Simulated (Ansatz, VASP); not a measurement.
# TiAl3 in VASP and in Ansatz

The input POSCAR:

```
TiAl3
1.0
    3.8370011125      0.0000000000      0.0000000000
    0.0000000000      3.8370011125      0.0000000000
    0.0000000000      0.0000000000      3.8963361812
Ti Al
1 3
Direct
    0.0000000000      0.0000000000      0.0000000000
    0.5000000000      0.5000000000      0.0000000000
    0.5000000000      0.0000000000      0.5000000000
    0.0000000000      0.5000000000      0.5000000000
```

The input INCAR.step1:

```
ALGO     = Normal         # electronic algorithm
EDIFF    = 1E-4           # SCF threshold, eV
ENCUT    = 520            # plane-wave cutoff, eV
GGA      = PE             # functional
ISMEAR   = 0              # smearing method
LASPH    = T              # aspherical terms in the spheres
LCHARG   = F              # write CHGCAR
LREAL    = F              # projectors in reciprocal space
LWAVE    = T              # write WAVECAR
NBANDS   = 18             # bands
NELM     = 60             # most SCF steps
PREC     = Accurate       # precision mode
SIGMA    = 0.15           # smearing width, eV
```

INCAR.step2

```
ALGO     = Normal         # electronic algorithm
EDIFF    = 1E-6           # SCF threshold, eV
ENCUT    = 520            # plane-wave cutoff, eV
ISIF     = 2              # what is computed and relaxed
ISMEAR   = 0              # smearing method
ISTART   = 1            
LASPH    = T              # aspherical terms in the spheres
LCHARG   = F              # write CHGCAR
LMIXTAU  = T            
LREAL    = F              # projectors in reciprocal space
LWAVE    = F              # write WAVECAR
METAGGA  = R2SCAN         # meta-GGA
NBANDS   = 18             # bands
NELM     = 60             # most SCF steps
PREC     = Accurate       # precision mode
SIGMA    = 0.15           # smearing width, eV
```

The input KPOINTS:

```
k-points
0
Gamma
  12 12 12
```

Input for Ansatz:

```yaml
crystal:
  lattice:
    - [3.8370011125, 0.0, 0.0]
    - [0.0, 3.8370011125, 0.0]
    - [0.0, 0.0, 3.8963361812]
  atoms:
    - { symbol: Ti, position: [0.0, 0.0, 0.0] }
    - { symbol: Al, position: [0.5, 0.5, 0.0] }
    - { symbol: Al, position: [0.5, 0.0, 0.5] }
    - { symbol: Al, position: [0.0, 0.5, 0.5] }
basis:
  ecutwfc: 500
kpoints:
  mp_grid: { grid: [12, 12, 12] }
hamiltonian:
  xc: r2scan
scf:
  occupations: { method: gaussian, width: 0.15 }
output:
  forces: true
  stress: true
  eigenvalues: true
```

Change from the starting cell: strain -0.030 along x and y, -0.015 along z, atoms carried along.

Alike in both runs: task single point; functional r2SCAN; k mesh 12 × 12 × 12; occupations gaussian, width 0.15 eV; no spin polarisation.

```csv
,VASP,Ansatz
version,VASP 6.6.1,Ansatz 0.2.0
potentials or method,"VASP PAW PBE potentials, release 64 (Ti_sv, Al), cutoff 520 eV","scalar-relativistic, plane waves, PAW"
valence electrons in the cell,21,21
```

Ansatz gave:

```
gap on the k mesh at the Fermi level (eV)                     : none
pressure (GPa)                                                : 10.3
traceless stress, the component that is largest in VASP (GPa) : -1.65
```

Which values does VASP return?

gap on the k mesh at the Fermi level (eV): none; pressure (GPa): 10.2; traceless stress, the component that is largest in VASP (GPa): -1.66.

VASP's potentials were made for PBE, not for r2SCAN. A gap of «none» marks a metal or a gap that the smearing closes. The functional is the same, so the differences come from potentials, cutoffs and numerics.
